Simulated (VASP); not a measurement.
# Cs (I4/mmm) in VASP: single point with revPBE

Aim: the single point of Cs with revPBE.

All numbers are computed with VASP 6.6.1; they aren't measurements. Logs are shortened: lines on timing, memory, paths and dates and some standing lists are left out, and cuts for length are marked.

**1. The cell of the first run**

The structure is tetragonal, space group I4/mmm (No. 139). The conventional cell has a = 4.869 Å, b = 4.869 Å, c = 4.016 Å, α = 90.00°, β = 90.00°, γ = 90.00°. Cs (site symmetry 4/mmm) has 14 Cs at 3.99 to 4.87 Å within 5.2 Å.

**2. Single point, revPBE**

Contents of INCAR:

```
SYSTEM = Cs
PREC = Accurate
ENCUT = 520
EDIFF = 1E-7
ISMEAR = -1
SIGMA = 0.1
LREAL = .False.
LASPH = .True.
NELM = 60
ALGO = Normal
ISIF = 2
LWAVE = .False.
LCHARG = .False.
GGA = RE
NBANDS = 10
```

Contents of KPOINTS:

```
Automatic mesh
0
Gamma
  6 6 6
  0 0 0
```

Contents of POSCAR:

```
Cs
1.0
   -2.4343360000      2.4343360000      2.0082500000
    2.4343360000     -2.4343360000      2.0082500000
    2.4343360000      2.4343360000     -2.0082500000
Cs
1
Direct
    0.0000000000      0.0000000000      0.0000000000
```

Potentials or basis: VASP PAW PBE potentials, release 64 (Cs_sv).

The run is started by

```sh
cat potpaw_PBE.64/Cs_sv/POTCAR > POTCAR
mpirun -np 1 vasp_std > vasp.out
```

OUTCAR:

```text
SYSTEM = Cs
   PREC = Accurate
   ENCUT = 520
   EDIFF = 1E-7
   ISMEAR = -1
   LREAL = .False.
   LASPH = .True.
   NELM = 60
   ISIF = 2
   GGA = RE

 ion  position               nearest neighbor table
   1  0.000  0.000  0.000-

  LATTYP: Found a body centered tetragonal cell.
 ALAT       =     4.8686720000
 C/A-ratio  =     0.8249682870

  Lattice vectors:

 A1 = (  -2.4343360000,   2.4343360000,   2.0082500000)
 A2 = (   2.4343360000,  -2.4343360000,   2.0082500000)
 A3 = (   2.4343360000,   2.4343360000,  -2.0082500000)

Analysis of symmetry for initial positions (statically):
=====================================================================
 Subroutine PRICEL returns:
 Original cell was already a primitive cell.

 Routine SETGRP: Setting up the symmetry group for a
 body centered tetragonal supercell.

 Subroutine GETGRP returns: Found 16 space group operations
 (whereof 16 operations were pure point group operations)
 out of a pool of 16 trial point group operations.

The static configuration has the point symmetry D_4h.

Analysis of symmetry for dynamics (positions and initial velocities):
=====================================================================
 Subroutine PRICEL returns:
 Original cell was already a primitive cell.

 Routine SETGRP: Setting up the symmetry group for a
 body centered tetragonal supercell.

 Subroutine GETGRP returns: Found 16 space group operations
 (whereof 16 operations were pure point group operations)
 out of a pool of 16 trial point group operations.

The dynamic configuration has the point symmetry D_4h.

 Subroutine INISYM returns: Found 16 space group operations
 (whereof 16 operations are pure point group operations),
 and found     1 'primitive' translations

----------------------------------------------------------------------------------------

                                     Primitive cell

  volume of cell :      47.6035

  direct lattice vectors                    reciprocal lattice vectors
    -2.434336000  2.434336000  2.008250000     0.000000000  0.205394818  0.248972986
     2.434336000 -2.434336000  2.008250000     0.205394818  0.000000000  0.248972986
     2.434336000  2.434336000 -2.008250000     0.205394818  0.205394818  0.000000000

  length of vectors
     3.985605548  3.985605548  3.985605548     0.322760870  0.322760870  0.290472137

  position of ions in fractional coordinates (direct lattice)
     0.000000000  0.000000000  0.000000000

  ion indices of the primitive-cell ions
   primitive index   ion index
                 1           1

----------------------------------------------------------------------------------------

 KPOINTS: Automatic mesh

Automatic generation of k-mesh.
 Grid dimensions read from file:
 generate k-points for:    6    6    6

 Generating k-lattice:

  Cartesian coordinates                     Fractional coordinates (reciprocal lattice)
     0.000000000  0.034232470  0.041495498     0.166666667 -0.000000000  0.000000000
     0.034232470  0.000000000  0.041495498    -0.000000000  0.166666667  0.000000000
     0.034232470  0.034232470  0.000000000     0.000000000  0.000000000  0.166666667

  Length of vectors
     0.053793478  0.053793478  0.048412023

  Shift w.r.t. Gamma in fractional coordinates (k-lattice)
     0.000000000  0.000000000  0.000000000

 Subroutine IBZKPT returns following result:
 ===========================================

 Found     30 irreducible k-points:

 Following reciprocal coordinates:
            Coordinates               Weight
  0.000000  0.000000  0.000000      1.000000
  0.166667  0.000000  0.000000      8.000000
  0.333333  0.000000 -0.000000      8.000000
  0.500000 -0.000000  0.000000      4.000000
  0.166667  0.166667 -0.000000      8.000000
  0.333333  0.166667  0.000000     16.000000
[... 16 lines left out ...]
 -0.333333 -0.333333  0.166667      8.000000
 -0.166667 -0.333333  0.166667      8.000000
 [... further k-points ...]
   k-points           NKPTS =     30   k-points in BZ     NKDIM =     30   number of bands    NBANDS=     10
   number of dos      NEDOS =    301   number of ions     NIONS =      1
   total plane-waves  NPLWV =  27000
   dimension x,y,z NGX =    30 NGY =   30 NGZ =   30
   dimension x,y,z NGXF=    60 NGYF=   60 NGZF=   60
   ions per type =               1
   NGX,Y,Z   is equivalent  to a cutoff of  12.51, 12.51, 12.51 a.u.
   NGXF,Y,Z  is equivalent  to a cutoff of  25.03, 25.03, 25.03 a.u.
 SYSTEM =  Cs
   PREC   = accura    normal or accurate (medium, high low for compatibility)
   ISTART =      0    job   : 0-new  1-cont  2-samecut
   ICHARG =      2    charge: 1-file 2-atom 10-const
   ISPIN  =      1    spin polarized calculation?
   LNONCOLLINEAR =      F non collinear calculations
   LSORBIT =      F    spin-orbit coupling
   LASPH  =      T    aspherical Exc in radial PAW
   ENCUT  =  520.0 eV  38.22 Ry    6.18 a.u.   7.41  7.41  7.41*2*pi/ulx,y,z
   NELM   =     60;   NELMIN=  2; NELMDL= -5     # of ELM steps
   EDIFF  = 0.1E-06   stopping-criterion for ELM
   LREAL  =      F    real-space projection
   EDIFFG = 0.1E-05   stopping-criterion for IOM
   NSW    =      0    number of steps for IOM
   IBRION =     -1    ionic relax: 0-MD 1-quasi-New 2-CG
   NFREE  =      0    steps in history (QN), initial steepest desc. (CG)
   ISIF   =      2    stress and relaxation
   ISYM   =      2    0-nonsym 1-usesym 2-fastsym
   POTIM  = 0.5000    time-step for ionic-motion
   TEBEG  =    0.0;   TEEND  =   0.0 temperature during run
   PSTRESS=    0.0 pullay stress
   NELECT =       9.0000    total number of electrons
   NUPDOWN=      -1.0000    fix difference up-down
   EMIN   =  10.00;   EMAX   =-10.00  energy-range for DOS
   EFERMI =   0.00;   METHOD = LEGACY
   ISMEAR =    -1;   SIGMA  =   0.10  broadening in eV -4-tet -1-fermi 0-gaus
   EFERMI_NEDOS =   21; number of points for ismear=-14 and -15
   IALGO  =     38    algorithm
   IMIX   =      4    mixing-type and parameters
     AMIX     =   0.40;   BMIX     =  1.00
     AMIX_MAG =   1.60;   BMIX_MAG =  1.00
  volume/ion in A,a.u.               =      47.60       321.24
  Fermi-wavevector in a.u.,A,eV,Ry     =   0.939599  1.775585 12.011863  0.882847
  Thomas-Fermi vector in A             =   2.066928
   LORBIT       =      0    0 simple, 1 ext, 2 COOP (PROOUT), +10 PAW based schemes
   GGA     = RE    functional components
   LHFCALC =     F    Hartree Fock is set to
   AEXX    =    0.0000 exact exchange contribution
   IVDW    =     0    specifies the selected vdW correction
   LEPSILON=     F    determine dielectric tensor
   LRPA    =     F    only Hartree local field effects (RPA)
 non-spin polarized calculation
  energy-cutoff  :      520.00
  volume of cell :       47.60
 maximum number of plane-waves:      1303
 NGX is ok and might be reduce to    30
   NGX = 15   NGY = 15   NGZ = 15

 number of electron       9.0000002 magnetization

 Free energy of the ion-electron system (eV)
  ---------------------------------------------------
  ext. energy  EPLUGINS =         0.00000000
  ---------------------------------------------------
  free energy    TOTEN  =         0.14866802 eV

  energy without entropy =        0.20050907  energy(sigma->0) =        0.17458854

 E-fermi :   3.9144     XC(G=0):  -8.1340

 val. band max:        3.8621836394   @ k =   0.5000   0.1667   0.0000
 cond. band min:       3.9359447152   @ k =   0.5000   0.5000   0.3333
 fundamental gap:      0.0737610759
 Fermi energy:         3.9143904889

 k-point     1 :       0.0000    0.0000    0.0000
  band No.  band energies     occupation
      1     -20.1064      2.00000
      2      -6.0858      2.00000
      3      -6.0858      2.00000
      4      -5.9915      2.00000
      5       1.9367      2.00000
      6       5.8927      0.00000
      7       7.3956      0.00000
      8       7.7590      0.00000
      9       7.7590      0.00000
     10       9.9662      0.00000

 k-point     2 :       0.1667    0.0000    0.0000
  band No.  band energies     occupation
      1     -20.0334      2.00000
      2      -6.5480      2.00000
      3      -6.2189      2.00000
      4      -6.1127      2.00000
      5       2.7795      1.99998
      6       5.8580      0.00000
      7       6.6120      0.00000
      8       7.6245      0.00000
      9       8.0382      0.00000
     10       9.1000      0.00000

 k-point     3 :       0.3333    0.0000   -0.0000
  band No.  band energies     occupation
      1     -19.8816      2.00000
      2      -7.4169      2.00000
      3      -6.4656      2.00000
      4      -6.2297      2.00000
      5       3.4739      1.97585
      6       5.0449      0.00002
      7       6.6168      0.00000
      8       8.8139      0.00000
      9       9.5366      0.00000
     10       9.6011      0.00000

 k-point     4 :       0.5000   -0.0000    0.0000
  band No.  band energies     occupation
      1     -19.8025      2.00000
      2      -7.7979      2.00000
      3      -6.5806      2.00000
      4      -6.2844      2.00000
      5       3.2267      1.99794
      6       4.6751      0.00099
      7       7.7559      0.00000
      8       8.7555      0.00000
      9      10.8913      0.00000
     10      11.5377      0.00000
[... 222 lines left out ...]
 k-point    22 :      -0.1667    0.5000    0.1667
  band No.  band energies     occupation
      1     -19.7785      2.00000
      2      -7.6014      2.00000
      3      -6.7820      2.00000
      4      -6.5228      2.00000
      5       3.8280      1.40681
      6       5.5731      0.00000
      7       6.0390      0.00000
      8       7.5556      0.00000
      9      11.1890      0.00000
     10      11.8893      0.00000

 k-point    23 :      -0.3333   -0.3333    0.1667
  band No.  band energies     occupation
      1     -19.7554      2.00000
      2      -7.4612      2.00000
      3      -7.0422      2.00000
      4      -6.5806      2.00000
      5       4.2694      0.05584
      6       4.9190      0.00009
      7       6.4829      0.00000
      8       7.4878      0.00000
      9      10.0943      0.00000
     10      12.0125      0.00000

 k-point    24 :      -0.1667   -0.3333    0.1667
  band No.  band energies     occupation
      1     -19.8118      2.00000
      2      -7.5167      2.00000
      3      -6.6063      2.00000
      4      -6.5075      2.00000
      5       4.2305      0.08132
      6       5.4328      0.00000
      7       5.6140      0.00000
      8       7.2164      0.00000
      9       8.9354      0.00000
     10      12.2701      0.00000

 [... further k-points ...]
[... 5 lines left out ...]
  --------------------------------------------------------------------------------------
  -------------------------------------------------------------------------------------
  Total        1.8913206      1.8913206      1.9108517      0.0000000      0.0000000      0.0000000
  in kB       63.6556460     63.6556460     64.3129968      0.0000000      0.0000000      0.0000000
  external PRESSURE =      63.8747629 kB  Pullay stress =       0.0000000 kB

 VOLUME and BASIS-vectors are now :
 -----------------------------------------------------------------------------
  energy-cutoff  :      520.00
  volume of cell :       47.60
      direct lattice vectors                 reciprocal lattice vectors
    -2.434336000  2.434336000  2.008250000     0.000000000  0.205394818  0.248972986
     2.434336000 -2.434336000  2.008250000     0.205394818  0.000000000  0.248972986
     2.434336000  2.434336000 -2.008250000     0.205394818  0.205394818  0.000000000

 POSITION                                       TOTAL-FORCE (eV/Angst)
 -----------------------------------------------------------------------------------
      0.00000      0.00000      0.00000        -0.000000     -0.000000      0.000000
 -----------------------------------------------------------------------------------
    total drift:                               -0.000000     -0.000000      0.000000

  FREE ENERGIE OF THE ION-ELECTRON SYSTEM (eV)
  ---------------------------------------------------
  free  energy   TOTEN  =         0.1486680193 eV

  energy  without entropy=        0.2005090676  energy(sigma->0) =        0.17458854
```

Wall time 6.4 s (1 thread of Intel Xeon 6975P-C (Granite Rapids), shared host); peak memory 0.16 GiB.

What came out:

- Free energy: 0.1487 eV
- Pressure: 6.4 GPa

Caveat: the PAW data sets were made with another functional, which shifts forces and pressure a little; spin-orbit coupling is left out, which moves the levels of the heavy elements.
